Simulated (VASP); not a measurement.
Write the native input for VASP 6.6.1 that does the following.

| Property | Result |
| --- | --- |
| Task | single point |
| Functional | PBE |
| Potentials or basis | VASP PAW PBE potentials, release 64 (W_sv, Br, F) |
| Cutoff | 520 eV |
| k mesh | 3 × 3 × 3 |
| Occupations | gaussian, width 0.15 eV |
| Spin | no spin polarisation |
| Dipole correction | no |
| Further INCAR settings | ALGO = Normal; EDIFF = 1e-06; NBANDS = 37 |

The structure of WBr4F2 lies in POSCAR:

```
WBr4F2
1.0
   -3.8378466459      3.8378466459      3.9970765220
    3.8378466459     -3.8378466459      3.9970765220
    3.8378466459      3.8378466459     -3.9970765220
W Br F
1 4 2
Direct
    0.0000000000      0.0000000000      0.0000000000
    0.2268031101      0.7731968899      0.0000000000
    0.7731968899      0.2268031101      0.0000000000
    0.7731968899      0.7731968899      0.5463937797
    0.2268031101      0.2268031101      0.4536062203
    0.7659021807      0.7659021807      0.0000000000
    0.2340978193      0.2340978193      0.0000000000
```

The input as run:

INCAR

```
PREC = Accurate
ENCUT = 520
EDIFF = 1E-6
ISMEAR = 0
SIGMA = 0.15
LREAL = F
LASPH = T
NELM = 100
ALGO = Normal
ISIF = 2
LWAVE = F
LCHARG = F
GGA = PE
NBANDS = 37
```

KPOINTS

```
regular mesh
0
Gamma
  3 3 3
```

Potentials or basis: VASP PAW PBE potentials, release 64 (W_sv, Br, F).

Run with:

```console
$ cat potpaw_PBE.64/W_sv/POTCAR potpaw_PBE.64/Br/POTCAR potpaw_PBE.64/F/POTCAR > POTCAR
$ mpirun -np 1 vasp_std > vasp.out
```

Results of the run:

```yaml
Pressure: 0.5 GPa
Largest_force: 0.409 eV/Å
Band_gap_on_the_k_mesh: 0.83 eV (least direct gap 0.91 eV)
```

Caveat: spin-orbit coupling is left out, which moves the levels of the heavy elements; this functional lacks dispersion, which binds layers or chains, so the pressure and a relaxed spacing across them are unreliable.

Run time: 89 s on 1 thread of Oxide Virtual Turin-like Processor, with other jobs on the host, peak memory 0.33 GiB.
